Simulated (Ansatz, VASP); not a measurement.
BN: VASP beside Ansatz

```
CELL_PARAMETERS angstrom
2.51206 -0.00423 0.00000
-1.25237 2.17762 0.00000
0.00000 0.00000 23.90160
ATOMIC_POSITIONS crystal
B 0.99404 0.99457 0.31379
N 0.66071 0.32791 0.31379
```

Alike in both runs: task single point; functional PBE; k mesh 12 × 12 × 1; occupations gaussian, width 0.02 eV; no spin polarisation.

|  | VASP | Ansatz |
| --- | --- | --- |
| version | VASP 6.6.1 | Ansatz 0.2.0 |
| potentials or method | VASP PAW PBE potentials, release 64 (B, N), cutoff 520 eV | scalar-relativistic, plane waves, PAW |
| valence electrons in the cell | 8 | 8 |

|  | VASP | Ansatz | Ansatz less VASP |
| --- | --- | --- | --- |
| gap on the k mesh at the Fermi level (eV) | 4.66 | 4.67 | +0.003 |
| least direct gap on the mesh (eV) | 4.66 | 4.67 | +0.003 |

Ansatz's warnings: structure snapped to symmetry, xc potential rough in thin density.
